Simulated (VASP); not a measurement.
# GaMo2 (Pnnm) in VASP: single point with PBE

Aim: the single point of GaMo2 with PBE.

All numbers are computed with VASP 6.6.1; they aren't measurements. Logs are shortened: lines on timing, memory, paths and dates and some standing lists are left out, and cuts for length are marked.

## 1. The cell of the first run

Symmetry: Pnnm, No. 58, orthorhombic system. Conventional cell: a = 4.520 Å, b = 5.516 Å, c = 3.444 Å, α = 90.00°, β = 90.00°, γ = 90.00°. Within 3.0 Å of Ga (site symmetry 2/m) lie 6 Mo at 2.28 to 2.29 Å. Within 3.3 Å of Mo (site symmetry m) lie 10 Mo at 2.25 to 3.28 Å and 3 Ga at 2.28 to 2.29 Å.

## 2. Single point, PBE

The input, INCAR:

```
SYSTEM = GaMo2
PREC = Accurate
ENCUT = 520
EDIFF = 1E-6
ISMEAR = 0
SIGMA = 0.1
LREAL = .FALSE.
LASPH = .TRUE.
NELM = 100
ALGO = Fast
ISIF = 2
LWAVE = .FALSE.
LCHARG = .TRUE.
GGA = PE
LELF = .TRUE.
LVHAR = .TRUE.
NBANDS = 50
```

The input, KPOINTS:

```
Automatic mesh
0
G
  4 4 6
  0 0 0
```

The input, POSCAR:

```
GaMo2
1.0
    4.5198797209      0.0000000000      0.0000000000
    0.0000000000      5.5164783184      0.0000000000
    0.0000000000      0.0000000000      3.4437566230
Ga Mo
2 4
Direct
    0.0000000000      0.0000000000      0.0000000000
    0.5000000000      0.5000000000      0.5000000000
    0.2004000000      0.3787000000      0.0000000000
    0.7996000000      0.6213000000      0.0000000000
    0.7004000000      0.1213000000      0.5000000000
    0.2996000000      0.8787000000      0.5000000000
```

Potentials or basis: VASP PAW PBE potentials, release 64 (Ga_d, Mo_sv).

Started as:

```bash
cat potpaw_PBE.64/Ga_d/POTCAR potpaw_PBE.64/Mo_sv/POTCAR > POTCAR
mpirun -np 1 vasp_std > vasp.out
```

OUTCAR:

```text
SYSTEM = GaMo2
   PREC = Accurate
   ENCUT = 520
   EDIFF = 1E-6
   ISMEAR = 0
   LREAL = .FALSE.
   LASPH = .TRUE.
   NELM = 100
   ISIF = 2
   GGA = PE

 ion  position               nearest neighbor table
   1  0.000  0.000  0.000-   3 2.28   4 2.28   5 2.29   6 2.29   5 2.29   6 2.29
   2  0.500  0.500  0.500-   5 2.28   6 2.28   3 2.29   4 2.29   3 2.29   4 2.29
   3  0.200  0.379  0.000-   4 2.25   1 2.28   2 2.29   2 2.29   4 3.02   5 3.18   5 3.18   5 3.18
                             5 3.18   6 3.28   6 3.28   6 3.28   6 3.28
   4  0.800  0.621  0.000-   3 2.25   1 2.28   2 2.29   2 2.29   3 3.02   6 3.18   6 3.18   6 3.18
                             6 3.18   5 3.28   5 3.28   5 3.28   5 3.28
   5  0.700  0.121  0.500-   6 2.25   2 2.28   1 2.29   1 2.29   6 3.02   3 3.18   3 3.18   3 3.18
                             3 3.18   4 3.28   4 3.28   4 3.28   4 3.28
   6  0.300  0.879  0.500-   5 2.25   2 2.28   1 2.29   1 2.29   5 3.02   4 3.18   4 3.18   4 3.18
                             4 3.18   3 3.28   3 3.28   3 3.28   3 3.28

  LATTYP: Found a simple orthorhombic cell.
 ALAT       =     3.4437566230
 B/A-ratio  =     1.3124852351
 C/A-ratio  =     1.6018781007

  Lattice vectors:

 A1 = (   0.0000000000,   0.0000000000,   3.4437566230)
 A2 = (   4.5198797209,   0.0000000000,   0.0000000000)
 A3 = (   0.0000000000,   5.5164783184,   0.0000000000)

Analysis of symmetry for initial positions (statically):
=====================================================================
 Subroutine PRICEL returns:
 Original cell was already a primitive cell.

 Routine SETGRP: Setting up the symmetry group for a
 simple orthorhombic supercell.

 Subroutine GETGRP returns: Found  8 space group operations
 (whereof  4 operations were pure point group operations)
 out of a pool of  8 trial point group operations.

The static configuration has the point symmetry C_2h.
 The point group associated with its full space group is D_2h.

Analysis of symmetry for dynamics (positions and initial velocities):
=====================================================================
 Subroutine PRICEL returns:
 Original cell was already a primitive cell.

 Routine SETGRP: Setting up the symmetry group for a
 simple orthorhombic supercell.

 Subroutine GETGRP returns: Found  8 space group operations
 (whereof  4 operations were pure point group operations)
 out of a pool of  8 trial point group operations.

The dynamic configuration has the point symmetry C_2h.
 The point group associated with its full space group is D_2h.

 Subroutine INISYM returns: Found  8 space group operations
 (whereof  4 operations are pure point group operations),
 and found     1 'primitive' translations

----------------------------------------------------------------------------------------

                                     Primitive cell

  volume of cell :      85.8660

  direct lattice vectors                    reciprocal lattice vectors
     4.519879721  0.000000000  0.000000000     0.221244825  0.000000000  0.000000000
     0.000000000  5.516478318  0.000000000     0.000000000  0.181275071  0.000000000
     0.000000000  0.000000000  3.443756623     0.000000000  0.000000000  0.290380567

  length of vectors
     4.519879721  5.516478318  3.443756623     0.221244825  0.181275071  0.290380567

  position of ions in fractional coordinates (direct lattice)
     0.000000000  0.000000000  0.000000000
     0.500000000  0.500000000  0.500000000
     0.200400000  0.378700000  0.000000000
     0.799600000  0.621300000  0.000000000
     0.700400000  0.121300000  0.500000000
     0.299600000  0.878700000  0.500000000

  ion indices of the primitive-cell ions
   primitive index   ion index
                 1           1
                 2           2
                 3           3
                 4           4
                 5           5
                 6           6

----------------------------------------------------------------------------------------

 KPOINTS: Automatic mesh

Automatic generation of k-mesh.
 Grid dimensions read from file:
 generate k-points for:    4    4    6

 Generating k-lattice:

  Cartesian coordinates                     Fractional coordinates (reciprocal lattice)
     0.055311206  0.000000000  0.000000000     0.250000000  0.000000000  0.000000000
     0.000000000  0.045318768  0.000000000     0.000000000  0.250000000  0.000000000
     0.000000000  0.000000000  0.048396761     0.000000000  0.000000000  0.166666667

  Length of vectors
     0.055311206  0.045318768  0.048396761

  Shift w.r.t. Gamma in fractional coordinates (k-lattice)
     0.000000000  0.000000000  0.000000000

 Subroutine IBZKPT returns following result:
 ===========================================

 Found     36 irreducible k-points:

 Following reciprocal coordinates:
            Coordinates               Weight
  0.000000  0.000000  0.000000      1.000000
  0.250000  0.000000  0.000000      2.000000
  0.500000  0.000000  0.000000      1.000000
  0.000000  0.250000  0.000000      2.000000
  0.250000  0.250000  0.000000      4.000000
  0.500000  0.250000  0.000000      2.000000
[... 16 lines left out ...]
  0.250000  0.250000  0.333333      8.000000
  0.500000  0.250000  0.333333      4.000000
 [... further k-points ...]
   k-points           NKPTS =     36   k-points in BZ     NKDIM =     36   number of bands    NBANDS=     50
   number of dos      NEDOS =    301   number of ions     NIONS =      6
   total plane-waves  NPLWV =  42336
   dimension x,y,z NGX =    36 NGY =   42 NGZ =   28
   dimension x,y,z NGXF=    72 NGYF=   84 NGZF=   56
   ions per type =               2   4
   NGX,Y,Z   is equivalent  to a cutoff of  13.24, 12.66, 13.52 a.u.
   NGXF,Y,Z  is equivalent  to a cutoff of  26.48, 25.31, 27.03 a.u.
 SYSTEM =  GaMo2
   PREC   = accura    normal or accurate (medium, high low for compatibility)
   ISTART =      0    job   : 0-new  1-cont  2-samecut
   ICHARG =      2    charge: 1-file 2-atom 10-const
   ISPIN  =      1    spin polarized calculation?
   LNONCOLLINEAR =      F non collinear calculations
   LSORBIT =      F    spin-orbit coupling
   LASPH  =      T    aspherical Exc in radial PAW
   ENCUT  =  520.0 eV  38.22 Ry    6.18 a.u.   8.40 10.26  6.40*2*pi/ulx,y,z
   NELM   =    100;   NELMIN=  2; NELMDL= -5     # of ELM steps
   EDIFF  = 0.1E-05   stopping-criterion for ELM
   LREAL  =      F    real-space projection
[... 7 lines left out ...]
   TEBEG  =    0.0;   TEEND  =   0.0 temperature during run
   PSTRESS=    0.0 pullay stress
   NELECT =      82.0000    total number of electrons
   NUPDOWN=      -1.0000    fix difference up-down
   EMIN   =  10.00;   EMAX   =-10.00  energy-range for DOS
   EFERMI =   0.00;   METHOD = LEGACY
   ISMEAR =     0;   SIGMA  =   0.10  broadening in eV -4-tet -1-fermi 0-gaus
   EFERMI_NEDOS =   21; number of points for ismear=-14 and -15
   IALGO  =     68    algorithm
   IMIX   =      4    mixing-type and parameters
     AMIX     =   0.40;   BMIX     =  1.00
     AMIX_MAG =   1.60;   BMIX_MAG =  1.00
  volume/ion in A,a.u.               =      14.31        96.58
  Fermi-wavevector in a.u.,A,eV,Ry     =   1.612151  3.046524 35.361959  2.599031
  Thomas-Fermi vector in A             =   2.707427
   LORBIT       =      0    0 simple, 1 ext, 2 COOP (PROOUT), +10 PAW based schemes
   GGA     = PE    functional components
   LHFCALC =     F    Hartree Fock is set to
   AEXX    =    0.0000 exact exchange contribution
   IVDW    =     0    specifies the selected vdW correction
   LEPSILON=     F    determine dielectric tensor
   LRPA    =     F    only Hartree local field effects (RPA)
 non-spin polarized calculation
 RMM-DIIS sequential band-by-band and
 Gauss-broadening in eV      SIGMA  =   0.10
  energy-cutoff  :      520.00
  volume of cell :       85.87
 maximum number of plane-waves:      2337
 NGX is ok and might be reduce to    36
   NGX = 17   NGY = 21   NGZ = 13

 number of electron      81.9999979 magnetization

 Free energy of the ion-electron system (eV)
  ---------------------------------------------------
  ext. energy  EPLUGINS =         0.00000000
  ---------------------------------------------------
  free energy    TOTEN  =       -40.05175155 eV

  energy without entropy =      -40.02947604  energy(sigma->0) =      -40.04061379

 E-fermi :  11.5079     XC(G=0): -13.2616

 val. band max:       11.5033147539   @ k =   0.5000   0.0000   0.5000
 cond. band min:      11.5322136770   @ k =   0.0000   0.5000   0.0000
 fundamental gap:      0.0288989231
 Fermi energy:        11.5079290581

 k-point     1 :       0.0000    0.0000    0.0000
  band No.  band energies     occupation
      1     -49.2524      2.00000
      2     -49.1869      2.00000
      3     -48.8001      2.00000
      4     -48.7866      2.00000
      5     -24.3563      2.00000
      6     -24.1643      2.00000
[... 42 lines left out ...]
     49      14.6049      0.00000
     50      15.9505      0.00000

 k-point     2 :       0.2500    0.0000    0.0000
  band No.  band energies     occupation
      1     -49.2341      2.00000
      2     -49.1868      2.00000
      3     -48.8074      2.00000
      4     -48.7989      2.00000
      5     -24.3082      2.00000
      6     -24.2028      2.00000
[... 42 lines left out ...]
     49      14.3168      0.00000
     50      15.7472      0.00000

 k-point     3 :       0.5000    0.0000    0.0000
  band No.  band energies     occupation
      1     -49.2009      2.00000
      2     -49.2009      2.00000
      3     -48.8133      2.00000
      4     -48.8133      2.00000
      5     -24.2491      2.00000
      6     -24.2491      2.00000
[... 42 lines left out ...]
     49      14.5912      0.00000
     50      14.5918      0.00000

 k-point     4 :       0.0000    0.2500    0.0000
  band No.  band energies     occupation
      1     -49.2432      2.00000
      2     -49.1970      2.00000
      3     -48.7977      2.00000
      4     -48.7882      2.00000
      5     -24.3330      2.00000
      6     -24.1983      2.00000
[... 999 lines left out ...]
 k-point    23 :       0.2500    0.2500    0.3333
  band No.  band energies     occupation
      1     -49.2130      2.00000
      2     -49.1963      2.00000
      3     -48.7996      2.00000
      4     -48.7965      2.00000
      5     -24.2591      2.00000
      6     -24.2213      2.00000
[... 42 lines left out ...]
     49      15.3828      0.00000
     50      16.4100      0.00000

 k-point    24 :       0.5000    0.2500    0.3333
  band No.  band energies     occupation
      1     -49.1948      2.00000
      2     -49.1948      2.00000
      3     -48.8084      2.00000
      4     -48.8084      2.00000
      5     -24.2268      2.00000
      6     -24.2268      2.00000
[... 42 lines left out ...]
     49      15.4363      0.00000
     50      15.4496      0.00000

 [... further k-points ...]

------------------------ aborting loop because EDIFF is reached ----------------------------------------

  FORCE on cell =-STRESS in cart. coord.  units (eV):
  Direction    XX          YY          ZZ          XY          YZ          ZX
  --------------------------------------------------------------------------------------
  -------------------------------------------------------------------------------------
  Total       38.3032893     36.3289935     28.1043941     -0.0000000      0.0000000      0.0000000
  in kB      714.7026753    677.8642086    524.4010636     -0.0000000      0.0000000      0.0000000
  external PRESSURE =     638.9893158 kB  Pullay stress =       0.0000000 kB

 VOLUME and BASIS-vectors are now :
 -----------------------------------------------------------------------------
  energy-cutoff  :      520.00
  volume of cell :       85.87
      direct lattice vectors                 reciprocal lattice vectors
     4.519879721  0.000000000  0.000000000     0.221244825  0.000000000  0.000000000
     0.000000000  5.516478318  0.000000000     0.000000000  0.181275071  0.000000000
     0.000000000  0.000000000  3.443756623     0.000000000  0.000000000  0.290380567

 POSITION                                       TOTAL-FORCE (eV/Angst)
 -----------------------------------------------------------------------------------
      0.00000      0.00000      0.00000         0.000000     -0.000000      0.000000
      2.25994      2.75824      1.72188         0.000000     -0.000000      0.000000
      0.90578      2.08909      0.00000        -0.035066     -0.696589      0.000000
      3.61410      3.42739      0.00000         0.035066      0.696589      0.000000
      3.16572      0.66915      1.72188        -0.035066      0.696589     -0.000000
      1.35416      4.84733      1.72188         0.035066     -0.696589      0.000000
 -----------------------------------------------------------------------------------
    total drift:                                0.000000      0.000000      0.000000

  FREE ENERGIE OF THE ION-ELECTRON SYSTEM (eV)
  ---------------------------------------------------
  free  energy   TOTEN  =       -40.0517515479 eV

  energy  without entropy=      -40.0294760390  energy(sigma->0) =      -40.04061379
```

Wall time 5 min (1 thread of Oxide Virtual Turin-like, shared host); peak memory 0.24 GiB.

What came out:

| Item | Value |
| --- | --- |
| Free energy | -40.0518 eV |
| Pressure | 63.9 GPa |
| Largest force | 0.697 eV/Å |
| Band gap on the k mesh | zero (bands 41 and 42 overlap by 2.18 eV) |

Forces on the atoms (eV/Å):
```
Ga   0.000  0.000  0.000
Ga   0.000  0.000  0.000
Mo  -0.035 -0.697  0.000
Mo   0.035  0.697  0.000
Mo  -0.035  0.697  0.000
Mo   0.035 -0.697  0.000
```

Caveat: the stress differs along the axes, from 52 to 71 GPa.

The gap in the log of VASP goes by the Fermi energy; the results here count the filled bands.